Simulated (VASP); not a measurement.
# BP (F-43m) in VASP: further runs, part 2 of 2

VASP 6.6.1. The steps go on from the part before.

**4. Single point, BLYP+D3(BJ)**

This run uses another cell than the first one, of 11.43 Å³/atom, 0.979 times its volume.

INCAR

```
SYSTEM = BP
PREC     = Accurate       ! precision mode
ENCUT    = 520            ! plane-wave cutoff, eV
EDIFF    = 1E-6           ! SCF threshold, eV
ISMEAR   = -1             ! smearing method
SIGMA    = 0.05           ! smearing width, eV
LREAL    = .FALSE.        ! projectors in reciprocal space
LASPH    = .TRUE.         ! aspherical terms in the spheres
NELM     = 60             ! most SCF steps
ALGO     = Normal         ! electronic algorithm
ISIF     = 2              ! what is computed and relaxed
LWAVE    = .FALSE.        ! write WAVECAR
LCHARG   = .FALSE.        ! write CHGCAR
GGA      = B5             ! functional
ALDAX    = 1.0          
AGGAX    = 1.0          
AGGAC    = 1.0          
ALDAC    = 0.0          
IVDW     = 12             ! dispersion correction
VDW_S6   = 1.0          
VDW_S8   = 2.6996       
VDW_A1   = 0.4298       
VDW_A2   = 4.2359       
NBANDS   = 11             ! bands
```

KPOINTS

```
Automatic mesh
0
G
  10 10 10
  0 0 0
```

POSCAR

```
BP
1.0
    0.0000000000      2.2527239681      2.2527239681
    2.2527239681      0.0000000000      2.2527239681
    2.2527239681      2.2527239681      0.0000000000
P B
1 1
Direct
    0.7500000000      0.7500000000      0.7500000000
    0.0000000000      0.0000000000      0.0000000000
```

Potentials or basis: VASP PAW PBE potentials, release 64 (P, B).

On the command line:

```sh
$ cat potpaw_PBE.64/P/POTCAR potpaw_PBE.64/B/POTCAR > POTCAR
$ mpirun -np 1 vasp_std > vasp.out
```

OUTCAR:

```text
SYSTEM = BP
   PREC = Accurate
   ENCUT = 520
   EDIFF = 1E-6
   ISMEAR = -1
   LREAL = .FALSE.
   LASPH = .TRUE.
   NELM = 60
   ISIF = 2
   GGA = B5
   IVDW = 12
 IVDW          = 12

 ion  position               nearest neighbor table
   1  0.750  0.750  0.750-   2 1.95   2 1.95   2 1.95   2 1.95
   2  0.000  0.000  0.000-   1 1.95   1 1.95   1 1.95   1 1.95

  LATTYP: Found a face centered cubic cell.
 ALAT       =     4.5054479362

  Lattice vectors:

 A1 = (   0.0000000000,   2.2527239681,   2.2527239681)
 A2 = (   2.2527239681,   0.0000000000,   2.2527239681)
 A3 = (   2.2527239681,   2.2527239681,   0.0000000000)

Analysis of symmetry for initial positions (statically):
=====================================================================
 Subroutine PRICEL returns:
 Original cell was already a primitive cell.

 Routine SETGRP: Setting up the symmetry group for a
 face centered cubic supercell.

 Subroutine GETGRP returns: Found 24 space group operations
 (whereof 24 operations were pure point group operations)
 out of a pool of 48 trial point group operations.

The static configuration has the point symmetry T_d .

Analysis of symmetry for dynamics (positions and initial velocities):
=====================================================================
 Subroutine PRICEL returns:
 Original cell was already a primitive cell.

 Routine SETGRP: Setting up the symmetry group for a
 face centered cubic supercell.

 Subroutine GETGRP returns: Found 24 space group operations
 (whereof 24 operations were pure point group operations)
 out of a pool of 48 trial point group operations.

The dynamic configuration has the point symmetry T_d .

 Subroutine INISYM returns: Found 24 space group operations
 (whereof 24 operations are pure point group operations),
 and found     1 'primitive' translations

----------------------------------------------------------------------------------------

                                     Primitive cell

  volume of cell :      22.8641
[... 116 lines left out ...]
   AEXX    =    0.0000 exact exchange contribution
   IVDW    =    12    specifies the selected vdW correction
   LEPSILON=     F    determine dielectric tensor
   LRPA    =     F    only Hartree local field effects (RPA)
 non-spin polarized calculation
  energy-cutoff  :      520.00
  volume of cell :       22.86
 maximum number of plane-waves:       636
   NGX = 11   NGY = 11   NGZ = 11

 number of electron       8.0000001 magnetization

 Free energy of the ion-electron system (eV)
  ---------------------------------------------------
  ext. energy  EPLUGINS =         0.00000000
  ---------------------------------------------------
  free energy    TOTEN  =       -11.53980215 eV

  energy without entropy =      -11.53980215  energy(sigma->0) =      -11.53980215

 E-fermi :   8.7767     XC(G=0): -10.3110

 val. band max:        8.0386166052   @ k =   0.0000   0.0000   0.0000
 cond. band min:       9.5518219998   @ k =   0.4000   0.4000   0.0000
 fundamental gap:      1.5132053946
 Fermi energy:         8.7766713766

 k-point     1 :       0.0000    0.0000    0.0000
  band No.  band energies     occupation
      1      -7.4391      2.00000
      2       8.0386      2.00000
      3       8.0386      2.00000
      4       8.0386      2.00000
      5      11.6559      0.00000
      6      11.6559      0.00000
      7      11.6559      0.00000
      8      15.8389      0.00000
      9      20.1184      0.00000
     10      20.4954      0.00000
     11      20.4954      0.00000
[... 309 lines left out ...]
 k-point    24 :       0.4000    0.3000    0.0000
  band No.  band energies     occupation
      1      -4.4789      2.00000
      2       1.9202      2.00000
      3       4.0374      2.00000
      4       4.5535      2.00000
      5      10.1139      0.00000
      6      11.9747      0.00000
      7      17.7687      0.00000
      8      17.7693      0.00000
      9      22.3515      0.00000
     10      23.6575      0.00000
     11      25.5824      0.00000

 [... further k-points ...]

------------------------ aborting loop because EDIFF is reached ----------------------------------------

 Edisp (eV)   -1.40154

 E8    (eV) :    -0.9475

  FORCE on cell =-STRESS in cart. coord.  units (eV):
  Direction    XX          YY          ZZ          XY          YZ          ZX
  --------------------------------------------------------------------------------------
  -------------------------------------------------------------------------------------
  Total      -0.02285    -0.02285    -0.02285     0.00000     0.00000     0.00000
  in kB      -1.60108    -1.60108    -1.60108     0.00000     0.00000     0.00000
  external pressure =       -1.60 kB  Pullay stress =        0.00 kB

 VOLUME and BASIS-vectors are now :
 -----------------------------------------------------------------------------
  energy-cutoff  :      520.00
  volume of cell :       22.86
      direct lattice vectors                 reciprocal lattice vectors
     0.000000000  2.252723968  2.252723968    -0.221953514  0.221953514  0.221953514
     2.252723968  0.000000000  2.252723968     0.221953514 -0.221953514  0.221953514
     2.252723968  2.252723968  0.000000000     0.221953514  0.221953514 -0.221953514

 POSITION                                       TOTAL-FORCE (eV/Angst)
 -----------------------------------------------------------------------------------
      3.37909      3.37909      3.37909         0.000000      0.000000      0.000000
      0.00000      0.00000      0.00000        -0.000000     -0.000000     -0.000000
 -----------------------------------------------------------------------------------
    total drift:                                0.000000      0.000000     -0.000000

  FREE ENERGIE OF THE ION-ELECTRON SYSTEM (eV)
  ---------------------------------------------------
  free  energy   TOTEN  =       -12.9413450227 eV

  energy  without entropy=      -12.9413450188  energy(sigma->0) =      -12.94134502
```

stdout:

```text
POSCAR found type information on POSCAR P B
 POSCAR found :  2 types and       2 ions
 scaLAPACK will be used
 -----------------------------------------------------------------------------
|                                                                             |
|                                                                             |
|     You enforced a specific xc type in the INCAR file but a different       |
|     I HOPE YOU KNOW WHAT YOU ARE DOING!                                     |
|                                                                             |
 -----------------------------------------------------------------------------

 LDA part: xc-table for (Slater(with rela. corr.)+VWN5), standard interpolation
 POSCAR, INCAR and KPOINTS ok, starting setup
 FFT: planning ... GRIDC
 FFT: planning ... GRID_SOFT
 FFT: planning ... GRID
 WAVECAR not read
 entering main loop
```

Run time: 7.8 s. Hardware: 1 thread of Intel Xeon Platinum 8488C (Sapphire Rapids), shared host; peak memory 0.14 GiB.

What came out:

```yaml
Free_energy: -12.9413 eV
Pressure: -0.2 GPa
Band_gap_on_the_k_mesh: 1.51 eV, indirect (least direct gap 3.62 eV)
Dispersion_energy_per_atom: -0.701 eV
```

Caveat: the PAW data sets were made with another functional, which shifts forces and pressure a little. A k mesh can miss the band edges.

**5. Single point, SVWN5**

INCAR

```
PREC = Accurate ; ENCUT = 520
EDIFF = 1E-7 ; ISMEAR = -1
SIGMA = 0.05 ; LREAL = F
LASPH = T ; NELM = 60
ALGO = Normal ; ISIF = 2
LWAVE = F ; LCHARG = F
GGA = VW ; NBANDS = 11
```

KPOINTS

```
regular mesh
0
Gamma
  10 10 10
```

POSCAR

```
BP
1.0
    0.0000000000      2.2690000000      2.2690000000
    2.2690000000      0.0000000000      2.2690000000
    2.2690000000      2.2690000000      0.0000000000
P B
1 1
Direct
    0.7500000000      0.7500000000      0.7500000000
    0.0000000000      0.0000000000      0.0000000000
```

On the command line:

```sh
$ cat potpaw_PBE.64/P/POTCAR potpaw_PBE.64/B/POTCAR > POTCAR
$ mpirun -np 1 vasp_std > vasp.out
```

It took 4.6 s on 1 thread of Intel Xeon Platinum 8488C (Sapphire Rapids), shared host; peak memory 0.13 GiB.

Results (log left out):

| Property | Result |
| --- | --- |
| Free energy | -14.2662 eV |
| Pressure | -4.7 GPa |
| Band gap on the k mesh | 1.20 eV, indirect (least direct gap 3.38 eV) |

Levels at points of the mesh, in eV from the valence-band top:
```tsv
k point	band 1	band 2	band 3	band 4	band 5	band 6	band 7	band 8	band 9
(0.00, 0.00, 0.00)	-15.42	0.00	0.00	0.00	3.38	3.38	3.38	7.36	11.24
(0.50, 0.00, 0.00)	-12.08	-9.03	-1.76	-1.76	3.79	4.70	4.70	9.92	14.53
(0.50, 0.50, 0.00)	-10.59	-8.50	-4.12	-4.12	1.32	1.56	12.04	12.04	14.97
```

Caveat: the PAW data sets were made with another functional, which shifts forces and pressure a little. A k mesh can miss the band edges.

**6. Single point, r2SCAN**

POSCAR is that of step 5.

INCAR.step1

```
PREC = Accurate
ENCUT = 520
ISMEAR = -1
SIGMA = 0.05
LREAL = False
LASPH = True
NELM = 80
NBANDS = 11
GGA = PE
ALGO = Normal
EDIFF = 1E-4
LWAVE = True
LCHARG = False
```

INCAR.step2

```
PREC = Accurate
ENCUT = 520
EDIFF = 1E-6
ISMEAR = -1
SIGMA = 0.05
LREAL = False
LASPH = True
NELM = 80
ALGO = Normal
ISIF = 2
LWAVE = False
LCHARG = False
METAGGA = R2SCAN
LMIXTAU = True
NBANDS = 11
ISTART = 1
```

KPOINTS is that of step 5.

Potentials or basis: VASP PAW PBE potentials, release 64 (P, B).

On the command line:

```sh
$ cat potpaw_PBE.64/P/POTCAR potpaw_PBE.64/B/POTCAR > POTCAR
$ cp INCAR.step1 INCAR
$ mpirun -np 1 vasp_std > vasp.out
$ cp INCAR.step2 INCAR
$ mpirun -np 1 vasp_std > vasp.out
```

OUTCAR:

```text
PREC = Accurate
   ENCUT = 520
   EDIFF = 1E-6
   ISMEAR = -1
   LREAL = False
   LASPH = True
   NELM = 80
   ISIF = 2
   METAGGA = R2SCAN
   ISTART = 1

 ion  position               nearest neighbor table
   1  0.750  0.750  0.750-   2 1.97   2 1.97   2 1.97   2 1.97
   2  0.000  0.000  0.000-   1 1.97   1 1.97   1 1.97   1 1.97

  LATTYP: Found a face centered cubic cell.
 ALAT       =     4.5380000000

  Lattice vectors:

 A1 = (   0.0000000000,   2.2690000000,   2.2690000000)
 A2 = (   2.2690000000,   0.0000000000,   2.2690000000)
 A3 = (   2.2690000000,   2.2690000000,   0.0000000000)

Analysis of symmetry for initial positions (statically):
=====================================================================
 Subroutine PRICEL returns:
 Original cell was already a primitive cell.

 Routine SETGRP: Setting up the symmetry group for a
 face centered cubic supercell.

 Subroutine GETGRP returns: Found 24 space group operations
 (whereof 24 operations were pure point group operations)
 out of a pool of 48 trial point group operations.

The static configuration has the point symmetry T_d .

Analysis of symmetry for dynamics (positions and initial velocities):
=====================================================================
 Subroutine PRICEL returns:
 Original cell was already a primitive cell.

 Routine SETGRP: Setting up the symmetry group for a
 face centered cubic supercell.

 Subroutine GETGRP returns: Found 24 space group operations
 (whereof 24 operations were pure point group operations)
 out of a pool of 48 trial point group operations.

The dynamic configuration has the point symmetry T_d .

 Subroutine INISYM returns: Found 24 space group operations
 (whereof 24 operations are pure point group operations),
 and found     1 'primitive' translations

----------------------------------------------------------------------------------------
[... 113 lines left out ...]
     AMIX_MAG =   1.60;   BMIX_MAG =  1.00
  volume/ion in A,a.u.               =      11.68        78.83
  Fermi-wavevector in a.u.,A,eV,Ry     =   1.145320  2.164342 17.847562  1.311759
  Thomas-Fermi vector in A             =   2.282009
   LORBIT       =      0    0 simple, 1 ext, 2 COOP (PROOUT), +10 PAW based schemes
   METAGGA = R2SCAN    functional components
   LHFCALC =     F    Hartree Fock is set to
   AEXX    =    0.0000 exact exchange contribution
   IVDW    =     0    specifies the selected vdW correction
   LEPSILON=     F    determine dielectric tensor
   LRPA    =     F    only Hartree local field effects (RPA)
 non-spin polarized calculation
  energy-cutoff  :      520.00
  volume of cell :       23.36
 maximum number of plane-waves:       639
   NGX = 11   NGY = 11   NGZ = 11

 number of electron       8.0000000 magnetization

 Free energy of the ion-electron system (eV)
  ---------------------------------------------------
  ext. energy  EPLUGINS =         0.00000000
  ---------------------------------------------------
  free energy    TOTEN  =       -17.31125586 eV

  energy without entropy =      -17.31125585  energy(sigma->0) =      -17.31125586

 E-fermi :   8.0933     XC(G=0): -11.5009

 val. band max:        7.3889867911   @ k =   0.0000   0.0000   0.0000
 cond. band min:       8.8355542444   @ k =   0.4000   0.4000   0.0000
 fundamental gap:      1.4465674533
 Fermi energy:         8.0932596305

 k-point     1 :       0.0000    0.0000    0.0000
  band No.  band energies     occupation
      1      -8.8704      2.00000
      2       7.3890      2.00000
      3       7.3890      2.00000
      4       7.3890      2.00000
      5      11.0293      0.00000
      6      11.0293      0.00000
      7      11.0293      0.00000
      8      15.3994      0.00000
      9      19.7937      0.00000
     10      20.0359      0.00000
     11      20.0359      0.00000
[... 309 lines left out ...]
 k-point    24 :       0.4000    0.3000    0.0000
  band No.  band energies     occupation
      1      -5.7743      2.00000
      2       0.8664      2.00000
      3       3.1320      2.00000
      4       3.6766      2.00000
      5       9.4302      0.00000
      6      11.3382      0.00000
      7      17.5399      0.00000
      8      17.5468      0.00000
      9      22.4295      0.00000
     10      23.4188      0.00000
     11      25.5345      0.00000

 [... further k-points ...]
[... 5 lines left out ...]
  --------------------------------------------------------------------------------------
  -------------------------------------------------------------------------------------
  Total       -0.0980133     -0.0980133     -0.0980133      0.0000000      0.0000000      0.0000000
  in kB       -6.7214349     -6.7214349     -6.7214349      0.0000000      0.0000000      0.0000000
  external PRESSURE =      -6.7214349 kB  Pullay stress =       0.0000000 kB

 VOLUME and BASIS-vectors are now :
 -----------------------------------------------------------------------------
  energy-cutoff  :      520.00
  volume of cell :       23.36
      direct lattice vectors                 reciprocal lattice vectors
     0.000000000  2.269000000  2.269000000    -0.220361393  0.220361393  0.220361393
     2.269000000  0.000000000  2.269000000     0.220361393 -0.220361393  0.220361393
     2.269000000  2.269000000  0.000000000     0.220361393  0.220361393 -0.220361393

 POSITION                                       TOTAL-FORCE (eV/Angst)
 -----------------------------------------------------------------------------------
      3.40350      3.40350      3.40350         0.000000      0.000000     -0.000000
      0.00000      0.00000      0.00000        -0.000000     -0.000000      0.000000
 -----------------------------------------------------------------------------------
    total drift:                               -0.000000     -0.000000     -0.000000

  FREE ENERGIE OF THE ION-ELECTRON SYSTEM (eV)
  ---------------------------------------------------
  free  energy   TOTEN  =       -17.3112558587 eV

  energy  without entropy=      -17.3112558514  energy(sigma->0) =      -17.31125586
```

OUTCAR.step1:

```text
PREC = Accurate
   ENCUT = 520
   ISMEAR = -1
   LREAL = False
   LASPH = True
[... 556 lines left out ...]
      3.40350      3.40350      3.40350         0.000000      0.000000      0.000000
      0.00000      0.00000      0.00000        -0.000000     -0.000000     -0.000000
 -----------------------------------------------------------------------------------
    total drift:                               -0.000000     -0.000000     -0.000000

  FREE ENERGIE OF THE ION-ELECTRON SYSTEM (eV)
  ---------------------------------------------------
  free  energy   TOTEN  =       -12.9304799360 eV

  energy  without entropy=      -12.9304798854  energy(sigma->0) =      -12.93047991
```

OSZICAR.step1:

```text
N       E                     dE             d eps       ncg     rms          rms(c)
DAV:   1     0.919246968386E+01    0.91925E+01   -0.39371E+03  1034   0.660E+02
DAV:   2    -0.130106101109E+02   -0.22203E+02   -0.21103E+02  1364   0.109E+02
DAV:   3    -0.136354128306E+02   -0.62480E+00   -0.62286E+00  1333   0.157E+01
DAV:   4    -0.136380062153E+02   -0.25934E-02   -0.25930E-02  1148   0.114E+00
DAV:   5    -0.136380195339E+02   -0.13319E-04   -0.13318E-04  1293   0.842E-02    0.721E+00
DAV:   6    -0.130285742396E+02    0.60945E+00   -0.13900E+00  1184   0.510E+00    0.388E+00
DAV:   7    -0.129377742516E+02    0.90800E-01   -0.23351E-01  1277   0.240E+00    0.133E+00
DAV:   8    -0.129299514385E+02    0.78228E-02   -0.26732E-02  1221   0.934E-01    0.193E-01
DAV:   9    -0.129302722214E+02   -0.32078E-03   -0.71782E-04  1198   0.181E-01    0.123E-01
DAV:  10    -0.129304691688E+02   -0.19695E-03   -0.24786E-04  1163   0.989E-02    0.283E-02
DAV:  11    -0.129304799360E+02   -0.10767E-04   -0.11339E-05   604   0.226E-02
   1 F= -.12930480E+02 E0= -.12930480E+02  d E =-.506760E-07
```

It took 19 s on 1 thread of Intel Xeon Platinum 8488C (Sapphire Rapids), shared host; peak memory 0.14 GiB.

Results:

* Free energy: -17.3113 eV
* Pressure: -0.7 GPa
* Band gap on the k mesh: 1.45 eV, indirect (least direct gap 3.64 eV)

Caveat: the PAW data sets were made with another functional, which shifts forces and pressure a little.

**7. The runs side by side**

```tsv
task	level	cell	cutoff (eV)	gap on the mesh (eV)	pressure (GPa)
relaxation of cell and atoms	BLYP+D4	relaxed from a = 3.209 Å, angles 60.0°, 2 atoms	600	1.51	0.0
single point	revPBE	a = 3.230 Å, angles 60.0°, 2 atoms	520	1.27	-0.4
single point	BLYP+D3(BJ)	a = 3.186 Å, angles 60.0°, 2 atoms	520	1.51	-0.2
single point	SVWN5	a = 3.209 Å, angles 60.0°, 2 atoms	520	1.20	-4.7
single point	r2SCAN	a = 3.209 Å, angles 60.0°, 2 atoms	520	1.45	-0.7
```

Alike in all rows: potentials or basis VASP PAW PBE potentials, release 64 (P, B); no spin polarisation; k mesh 10 × 10 × 10; smearing fermi-dirac 0.05 eV.

Caveats: the PAW data sets were made with another functional, which shifts forces and pressure a little.

Absolute energies hang on the potentials; compare differences alone.
